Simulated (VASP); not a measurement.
# Mg (P-1) in VASP: notebook

Runs on Mg. Level: LDA. Tasks: single point.

All numbers are computed with VASP 6.6.1; they aren't measurements. Logs are shortened: lines on timing, memory, paths and dates and some standing lists are left out, and cuts for length are marked.

### Step 1. The cell of the first run

The typed cell holds 1 atom: a = 2.556 Å, b = 2.496 Å, c = 2.542 Å, α = 108.63°, β = 110.50°, γ = 110.05°.

### Step 2. Single point, LDA

INCAR

```
ALGO = Normal
EDIFF = 1E-7
ENCUT = 520
GGA = CA
ISIF = 2
ISMEAR = -1
LASPH = T
LCHARG = F
LREAL = F
LWAVE = F
NBANDS = 7
NELM = 60
PREC = Accurate
SIGMA = 0.15
```

KPOINTS

```
k-points
0
Gamma
  9 9 9
```

POSCAR

```
Mg
1.0
   -1.4941414311      1.4592497784      1.4742746532
    1.4493263728     -1.4516125497      1.4218123829
    1.4894692441      1.4469303795     -1.4666274412
Mg
1
Direct
    0.0000000000      0.0000000000      0.0000000000
```

Potentials or basis: VASP PAW LDA potentials, release 64 (Mg).

On the command line:

```bash
$ cat potpaw_LDA.64/Mg/POTCAR > POTCAR
$ mpirun -np 1 vasp_std > vasp.out
```

OUTCAR:

```text
EDIFF = 1E-7
   ENCUT = 520
   GGA = CA
   ISIF = 2
   ISMEAR = -1
   LASPH = T
   LREAL = F
   NELM = 60
   PREC = Accurate

 ion  position               nearest neighbor table
   1  0.000  0.000  0.000-

  LATTYP: Found a triclinic cell.
 ALAT       =     2.4958518348
 B/A-ratio  =     1.1644096554
 C/A-ratio  =     1.1776103807
 COS(alpha) =     0.0032406310
 COS(beta)  =     0.5728662152
 COS(gamma) =     0.5810418609

  Lattice vectors:

 A1 = (   1.4493263728,  -1.4516125497,   1.4218123829)
 A2 = (   0.0046721870,  -2.9061801579,  -0.0076472120)
 A3 = (   2.9387956169,  -0.0046821702,  -0.0448150583)

Analysis of symmetry for initial positions (statically):
=====================================================================
 Subroutine PRICEL returns:
 Original cell was already a primitive cell.

 Routine SETGRP: Setting up the symmetry group for a
 triclinic supercell.

 Subroutine GETGRP returns: Found  2 space group operations
 (whereof  2 operations were pure point group operations)
 out of a pool of  2 trial point group operations.

The static configuration has the point symmetry S_2 .

Analysis of symmetry for dynamics (positions and initial velocities):
=====================================================================
 Subroutine PRICEL returns:
 Original cell was already a primitive cell.

 Routine SETGRP: Setting up the symmetry group for a
 triclinic supercell.

 Subroutine GETGRP returns: Found  2 space group operations
 (whereof  2 operations were pure point group operations)
 out of a pool of  2 trial point group operations.

The dynamic configuration has the point symmetry S_2 .

 Subroutine INISYM returns: Found  2 space group operations
 (whereof  2 operations are pure point group operations),
 and found     1 'primitive' translations

----------------------------------------------------------------------------------------

                                     Primitive cell

  volume of cell :      12.3642

  direct lattice vectors                    reciprocal lattice vectors
    -1.494141431  1.459249778  1.474274653     0.005799899  0.343197168  0.344478199
     1.449326373 -1.451612550  1.421812383     0.345621979 -0.000367021  0.350642733
     1.489469244  1.446930379 -1.466627441     0.340891108  0.344630843  0.004366247

  length of vectors
     2.556433900  2.495851835  2.542267139     0.486295347  0.492346436  0.484764097

  position of ions in fractional coordinates (direct lattice)
     0.000000000  0.000000000  0.000000000

  ion indices of the primitive-cell ions
   primitive index   ion index
                 1           1

----------------------------------------------------------------------------------------

 KPOINTS: k-points

Automatic generation of k-mesh.
 Grid dimensions read from file:
 generate k-points for:    9    9    9

 Generating k-lattice:

  Cartesian coordinates                     Fractional coordinates (reciprocal lattice)
     0.000644433  0.038133019  0.038275355     0.111111111  0.000000000  0.000000000
     0.038402442 -0.000040780  0.038960304     0.000000000  0.111111111  0.000000000
     0.037876790  0.038292316  0.000485139    -0.000000000  0.000000000  0.111111111

  Length of vectors
     0.054032816  0.054705160  0.053862677

  Shift w.r.t. Gamma in fractional coordinates (k-lattice)
     0.000000000  0.000000000  0.000000000

 Subroutine IBZKPT returns following result:
 ===========================================

 Found    365 irreducible k-points:

 Following reciprocal coordinates:
            Coordinates               Weight
  0.000000  0.000000  0.000000      1.000000
  0.111111  0.000000  0.000000      2.000000
  0.222222  0.000000  0.000000      2.000000
  0.333333  0.000000 -0.000000      2.000000
  0.444444  0.000000  0.000000      2.000000
  0.000000  0.111111 -0.000000      2.000000
[... 16 lines left out ...]
 -0.111111  0.222222 -0.000000      2.000000
 -0.000000  0.333333 -0.000000      2.000000
 [... further k-points ...]
   k-points           NKPTS =    365   k-points in BZ     NKDIM =    365   number of bands    NBANDS=      7
   number of dos      NEDOS =    301   number of ions     NIONS =      1
   total plane-waves  NPLWV =   8000
   dimension x,y,z NGX =    20 NGY =   20 NGZ =   20
   dimension x,y,z NGXF=    40 NGYF=   40 NGZF=   40
   ions per type =               1
   NGX,Y,Z   is equivalent  to a cutoff of  13.01, 13.32, 13.08 a.u.
   NGXF,Y,Z  is equivalent  to a cutoff of  26.01, 26.64, 26.16 a.u.
 SYSTEM =  unknown system
   PREC   = accura    normal or accurate (medium, high low for compatibility)
   ISTART =      0    job   : 0-new  1-cont  2-samecut
   ICHARG =      2    charge: 1-file 2-atom 10-const
   ISPIN  =      1    spin polarized calculation?
   LNONCOLLINEAR =      F non collinear calculations
   LSORBIT =      F    spin-orbit coupling
   LASPH  =      T    aspherical Exc in radial PAW
   ENCUT  =  520.0 eV  38.22 Ry    6.18 a.u.   4.75  4.64  4.73*2*pi/ulx,y,z
   NELM   =     60;   NELMIN=  2; NELMDL= -5     # of ELM steps
   EDIFF  = 0.1E-06   stopping-criterion for ELM
   LREAL  =      F    real-space projection
   EDIFFG = 0.1E-05   stopping-criterion for IOM
   NSW    =      0    number of steps for IOM
   IBRION =     -1    ionic relax: 0-MD 1-quasi-New 2-CG
   NFREE  =      0    steps in history (QN), initial steepest desc. (CG)
   ISIF   =      2    stress and relaxation
   ISYM   =      2    0-nonsym 1-usesym 2-fastsym
   POTIM  = 0.5000    time-step for ionic-motion
   TEBEG  =    0.0;   TEEND  =   0.0 temperature during run
   PSTRESS=    0.0 pullay stress
   NELECT =       2.0000    total number of electrons
   NUPDOWN=      -1.0000    fix difference up-down
   EMIN   =  10.00;   EMAX   =-10.00  energy-range for DOS
   EFERMI =   0.00;   METHOD = LEGACY
   ISMEAR =    -1;   SIGMA  =   0.15  broadening in eV -4-tet -1-fermi 0-gaus
   EFERMI_NEDOS =   21; number of points for ismear=-14 and -15
   IALGO  =     38    algorithm
   IMIX   =      4    mixing-type and parameters
     AMIX     =   0.40;   BMIX     =  1.00
     AMIX_MAG =   1.60;   BMIX_MAG =  1.00
  volume/ion in A,a.u.               =      12.36        83.44
  Fermi-wavevector in a.u.,A,eV,Ry     =   0.891995  1.685626 10.825549  0.795655
  Thomas-Fermi vector in A             =   2.013887
   LORBIT       =      0    0 simple, 1 ext, 2 COOP (PROOUT), +10 PAW based schemes
   GGA     = CA    functional components
   LHFCALC =     F    Hartree Fock is set to
   AEXX    =    0.0000 exact exchange contribution
   IVDW    =     0    specifies the selected vdW correction
   LEPSILON=     F    determine dielectric tensor
   LRPA    =     F    only Hartree local field effects (RPA)
 non-spin polarized calculation
  energy-cutoff  :      520.00
  volume of cell :       12.36
 maximum number of plane-waves:       347
   NGX =  9   NGY =  9   NGZ =  9

 number of electron       2.0000000 magnetization

 Free energy of the ion-electron system (eV)
  ---------------------------------------------------
  ext. energy  EPLUGINS =         0.00000000
  ---------------------------------------------------
  free energy    TOTEN  =        -0.61065855 eV

  energy without entropy =       -0.58288306  energy(sigma->0) =       -0.59677080

 E-fermi :   6.7160     XC(G=0): -10.9241

 val. band max:        6.7133249651   @ k =   0.3333   0.3333  -0.0000
 cond. band min:       6.7312927657   @ k =  -0.2222   0.3333   0.4444
 fundamental gap:      0.0179678006
 Fermi energy:         6.7159681853

 k-point     1 :       0.0000    0.0000    0.0000
  band No.  band energies     occupation
      1      -3.3039      2.00000
      2      24.0419      0.00000
      3      24.0997      0.00000
      4      24.6996      0.00000
      5      27.1795      0.00000
      6      27.6028      0.00000
      7      28.6462      0.00000

 k-point     2 :       0.1111    0.0000    0.0000
  band No.  band energies     occupation
      1      -2.8618      2.00000
      2      21.0240      0.00000
      3      22.3310      0.00000
      4      23.7259      0.00000
      5      25.4961      0.00000
      6      26.3245      0.00000
      7      31.0127      0.00000

 k-point     3 :       0.2222    0.0000    0.0000
  band No.  band energies     occupation
      1      -1.5585      2.00000
      2      15.8011      0.00000
      3      20.0461      0.00000
      4      22.7436      0.00000
      5      23.7792      0.00000
      6      26.0601      0.00000
      7      31.7724      0.00000

 k-point     4 :       0.3333    0.0000   -0.0000
  band No.  band energies     occupation
      1       0.5398      2.00000
      2      11.0959      0.00000
      3      18.4089      0.00000
      4      21.8314      0.00000
      5      22.7929      0.00000
      6      25.3539      0.00000
      7      33.2399      0.00000

 k-point     5 :       0.4444    0.0000    0.0000
  band No.  band energies     occupation
      1       3.2952      2.00000
      2       7.0677      0.17492
      3      17.5737      0.00000
      4      21.3169      0.00000
      5      22.3619      0.00000
      6      24.7496      0.00000
      7      33.8233      0.00000
[... 161 lines left out ...]
 k-point    22 :      -0.2222    0.2222   -0.0000
  band No.  band energies     occupation
      1      -1.5797      2.00000
      2      15.5943      0.00000
      3      20.3670      0.00000
      4      23.1038      0.00000
      5      24.0574      0.00000
      6      25.7893      0.00000
      7      31.6312      0.00000

 k-point    23 :      -0.1111    0.2222   -0.0000
  band No.  band energies     occupation
      1      -1.9779      2.00000
      2      17.9873      0.00000
      3      19.4555      0.00000
      4      23.1481      0.00000
      5      24.3916      0.00000
      6      27.0865      0.00000
      7      30.8271      0.00000

 k-point    24 :      -0.0000    0.3333   -0.0000
  band No.  band energies     occupation
      1       0.6339      2.00000
      2      11.4082      0.00000
      3      18.5937      0.00000
      4      22.1326      0.00000
      5      22.4232      0.00000
      6      24.7659      0.00000
      7      31.8143      0.00000

 [... further k-points ...]
[... 5 lines left out ...]
  --------------------------------------------------------------------------------------
  -------------------------------------------------------------------------------------
  Total        5.0678291      5.0495963      5.0352802      0.0281347     -0.0495493      0.3019838
  in kB      656.6978216    654.3351844    652.4800798      3.6457359     -6.4206780     39.1315663
  external PRESSURE =     654.5043619 kB  Pullay stress =       0.0000000 kB

 VOLUME and BASIS-vectors are now :
 -----------------------------------------------------------------------------
  energy-cutoff  :      520.00
  volume of cell :       12.36
      direct lattice vectors                 reciprocal lattice vectors
    -1.494141431  1.459249778  1.474274653     0.005799899  0.343197168  0.344478199
     1.449326373 -1.451612550  1.421812383     0.345621979 -0.000367021  0.350642733
     1.489469244  1.446930379 -1.466627441     0.340891108  0.344630843  0.004366247

 POSITION                                       TOTAL-FORCE (eV/Angst)
 -----------------------------------------------------------------------------------
      0.00000      0.00000      0.00000         0.000000      0.000000      0.000000
 -----------------------------------------------------------------------------------
    total drift:                                0.000000      0.000000     -0.000000

  FREE ENERGIE OF THE ION-ELECTRON SYSTEM (eV)
  ---------------------------------------------------
  free  energy   TOTEN  =        -0.6106585512 eV

  energy  without entropy=       -0.5828830561  energy(sigma->0) =       -0.59677080
```

It took 32 s on 1 thread of Intel Xeon 8259CL, shared host; peak memory 0.14 GiB.

What came out:

- Free energy: -0.6107 eV
- Pressure: 65.5 GPa
- Band gap on the k mesh: zero (bands 1 and 2 overlap by 3.19 eV)

Caveat: the cell stands under pressure.

### Step 3. Single point, LDA

This run uses another cell than the first one, of 12.43 Å³/atom.

INCAR

```
PREC = Accurate ; ENCUT = 520
EDIFF = 1E-6 ; ISMEAR = -1
SIGMA = 0.15 ; LREAL = False
LASPH = True ; NELM = 100
ALGO = Normal ; ISIF = 2
LWAVE = False ; LCHARG = False
GGA = CA ; NBANDS = 7
```

KPOINTS

```
regular mesh
0
Gamma
  9 9 9
```

POSCAR

```
Mg
1.0
   -1.4966400000      1.4616900000      1.4767400000
    1.4517500000     -1.4540400000      1.4241900000
    1.4919600000      1.4493500000     -1.4690800000
Mg
1
Direct
    0.0000000000      0.0000000000      0.0000000000
```

Potentials or basis: VASP PAW LDA potentials, release 64 (Mg).

On the command line:

```bash
$ cat potpaw_LDA.64/Mg/POTCAR > POTCAR
$ mpirun -np 1 vasp_std > vasp.out
```

OUTCAR:

```text
PREC = Accurate
   ENCUT = 520
   EDIFF = 1E-6
   ISMEAR = -1
   LREAL = False
   LASPH = True
   NELM = 100
   ISIF = 2
   GGA = CA

 ion  position               nearest neighbor table
   1  0.000  0.000  0.000-

  LATTYP: Found a triclinic cell.
 ALAT       =     2.5000255079
 B/A-ratio  =     1.1644096554
 C/A-ratio  =     1.1776103807
 COS(alpha) =     0.0032406310
 COS(beta)  =     0.5728662152
 COS(gamma) =     0.5810418609

  Lattice vectors:

 A1 = (   1.4517500000,  -1.4540400000,   1.4241900000)
 A2 = (   0.0046800000,  -2.9110400000,  -0.0076600000)
 A3 = (   2.9437100000,  -0.0046900000,  -0.0448900000)

Analysis of symmetry for initial positions (statically):
=====================================================================
 Subroutine PRICEL returns:
 Original cell was already a primitive cell.

 Routine SETGRP: Setting up the symmetry group for a
 triclinic supercell.

 Subroutine GETGRP returns: Found  2 space group operations
 (whereof  2 operations were pure point group operations)
 out of a pool of  2 trial point group operations.

The static configuration has the point symmetry S_2 .

Analysis of symmetry for dynamics (positions and initial velocities):
=====================================================================
 Subroutine PRICEL returns:
 Original cell was already a primitive cell.

 Routine SETGRP: Setting up the symmetry group for a
 triclinic supercell.

 Subroutine GETGRP returns: Found  2 space group operations
 (whereof  2 operations were pure point group operations)
 out of a pool of  2 trial point group operations.

[... 104 lines left out ...]
   ISIF   =      2    stress and relaxation
   ISYM   =      2    0-nonsym 1-usesym 2-fastsym
   POTIM  = 0.5000    time-step for ionic-motion
   TEBEG  =    0.0;   TEEND  =   0.0 temperature during run
   PSTRESS=    0.0 pullay stress
   NELECT =       2.0000    total number of electrons
   NUPDOWN=      -1.0000    fix difference up-down
   EMIN   =  10.00;   EMAX   =-10.00  energy-range for DOS
   EFERMI =   0.00;   METHOD = LEGACY
   ISMEAR =    -1;   SIGMA  =   0.15  broadening in eV -4-tet -1-fermi 0-gaus
   EFERMI_NEDOS =   21; number of points for ismear=-14 and -15
   IALGO  =     38    algorithm
   IMIX   =      4    mixing-type and parameters
     AMIX     =   0.40;   BMIX     =  1.00
     AMIX_MAG =   1.60;   BMIX_MAG =  1.00
  volume/ion in A,a.u.               =      12.43        83.86
  Fermi-wavevector in a.u.,A,eV,Ry     =   0.890506  1.682812 10.789434  0.793001
  Thomas-Fermi vector in A             =   2.012205
   LORBIT       =      0    0 simple, 1 ext, 2 COOP (PROOUT), +10 PAW based schemes
   GGA     = CA    functional components
   LHFCALC =     F    Hartree Fock is set to
   AEXX    =    0.0000 exact exchange contribution
   IVDW    =     0    specifies the selected vdW correction
   LEPSILON=     F    determine dielectric tensor
   LRPA    =     F    only Hartree local field effects (RPA)
 non-spin polarized calculation
  energy-cutoff  :      520.00
  volume of cell :       12.43
 maximum number of plane-waves:       351
   NGX =  9   NGY =  9   NGZ =  9

 number of electron       2.0000000 magnetization

 Free energy of the ion-electron system (eV)
  ---------------------------------------------------
  ext. energy  EPLUGINS =         0.00000000
  ---------------------------------------------------
  free energy    TOTEN  =        -0.63580703 eV

  energy without entropy =       -0.60794983  energy(sigma->0) =       -0.62187843

 E-fermi :   6.6728     XC(G=0): -10.9038

 val. band max:        6.6713499128   @ k =   0.3333   0.3333  -0.0000
 cond. band min:       6.6896880158   @ k =  -0.2222   0.3333   0.4444
 fundamental gap:      0.0183381030
 Fermi energy:         6.6728000769

 k-point     1 :       0.0000    0.0000    0.0000
  band No.  band energies     occupation
      1      -3.3202      2.00000
      2      23.9557      0.00000
      3      24.0134      0.00000
      4      24.6112      0.00000
      5      27.0842      0.00000
      6      27.5061      0.00000
      7      28.5448      0.00000
[... 221 lines left out ...]
 k-point    24 :       0.0000    0.3333    0.0000
  band No.  band energies     occupation
      1       0.6051      2.00000
      2      11.3529      0.00000
      3      18.5268      0.00000
      4      22.0370      0.00000
      5      22.3244      0.00000
      6      24.6614      0.00000
      7      31.6871      0.00000

 [... further k-points ...]
[... 5 lines left out ...]
  --------------------------------------------------------------------------------------
  -------------------------------------------------------------------------------------
  Total        4.9983203      4.9793659      4.9653040      0.0279766     -0.0493600      0.3005999
  in kB      644.4522999    642.0084437    640.1953825      3.6071251     -6.3641762     38.7574749
  external PRESSURE =     642.2187087 kB  Pullay stress =       0.0000000 kB

 VOLUME and BASIS-vectors are now :
 -----------------------------------------------------------------------------
  energy-cutoff  :      520.00
  volume of cell :       12.43
      direct lattice vectors                 reciprocal lattice vectors
    -1.496640000  1.461690000  1.476740000     0.005790216  0.342624217  0.343903110
     1.451750000 -1.454040000  1.424190000     0.345044979 -0.000366408  0.350057351
     1.491960000  1.449350000 -1.469080000     0.340322007  0.344055498  0.004358957

 POSITION                                       TOTAL-FORCE (eV/Angst)
 -----------------------------------------------------------------------------------
      0.00000      0.00000      0.00000         0.000000      0.000000      0.000000
 -----------------------------------------------------------------------------------
    total drift:                                0.000000      0.000000      0.000000

  FREE ENERGIE OF THE ION-ELECTRON SYSTEM (eV)
  ---------------------------------------------------
  free  energy   TOTEN  =        -0.6358070314 eV

  energy  without entropy=       -0.6079498298  energy(sigma->0) =       -0.62187843
```

It took 40 s on 1 thread of Intel Xeon 8259CL, shared host; peak memory 0.14 GiB.

What came out:

```
Free energy            : -0.6358 eV
Pressure               : 64.2 GPa
Band gap on the k mesh : zero (bands 1 and 2 overlap by 3.19 eV)
```

Levels at points of the mesh, in eV from the Fermi level:
```csv
k point,band 1,band 2,band 3,band 4,band 5
"(0.00, 0.00, 0.00)",-9.99,17.28,17.34,17.94,20.41
```

Caveat: the cell stands under pressure.

[end of part 1 of 2]
